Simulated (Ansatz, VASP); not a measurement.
# Sn in VASP and in Ansatz

INCAR

```
PREC = Accurate
ENCUT = 520
EDIFF = 1E-7
ISMEAR = 0
SIGMA = 0.15
LREAL = False
LASPH = True
NELM = 80
ALGO = Fast
ISIF = 2
LWAVE = False
LCHARG = False
GGA = PS
NBANDS = 13
```

KPOINTS

```
regular mesh
0
Gamma
  18 18 18
```

Contents of POSCAR:

```
Sn
1.0
   -1.8662320419      1.8662320419      1.8378122646
    1.8662320419     -1.8662320419      1.8378122646
    1.8662320419      1.8662320419     -1.8378122646
Sn
1
Direct
    0.0000000000      0.0000000000      0.0000000000
```

Input for Ansatz:

```yaml
crystal:
  lattice:
    - [-1.8662320419, 1.8662320419, 1.8378122646]
    - [1.8662320419, -1.8662320419, 1.8378122646]
    - [1.8662320419, 1.8662320419, -1.8378122646]
  atoms:
    - { symbol: Sn, position: [0.0, 0.0, 0.0] }
basis:
  ecutwfc: 420
kpoints:
  mp_grid: { grid: [18, 18, 18] }
hamiltonian:
  xc: pbesol
scf:
  occupations: { method: gaussian, width: 0.15 }
output:
  forces: true
  stress: true
  eigenvalues: true
```

Change from the starting cell: strain -0.015 along x and y, -0.030 along z, atoms carried along.

Alike in both runs: task single point; functional PBEsol; k mesh 18 × 18 × 18; occupations gaussian, width 0.15 eV; no spin polarisation.

```csv
,VASP,Ansatz
version,VASP 6.6.1,Ansatz 0.2.0
potentials or method,"VASP PAW PBE potentials, release 64 (Sn_d), cutoff 520 eV","scalar-relativistic, plane waves, PAW"
valence electrons in the cell,14,14
```

|  | VASP | Ansatz | Ansatz less VASP |
| --- | --- | --- | --- |
| gap on the k mesh at the Fermi level (eV) | none | none | - |
| pressure (GPa) | 1.3 | 1.3 | +0.03 |
| traceless stress, the component that is largest in VASP (GPa) | -0.46 | -0.46 | 0.000 |

VASP's potentials were made for PBE, not for PBEsol. A gap of «none» marks a metal or a gap that the smearing closes.
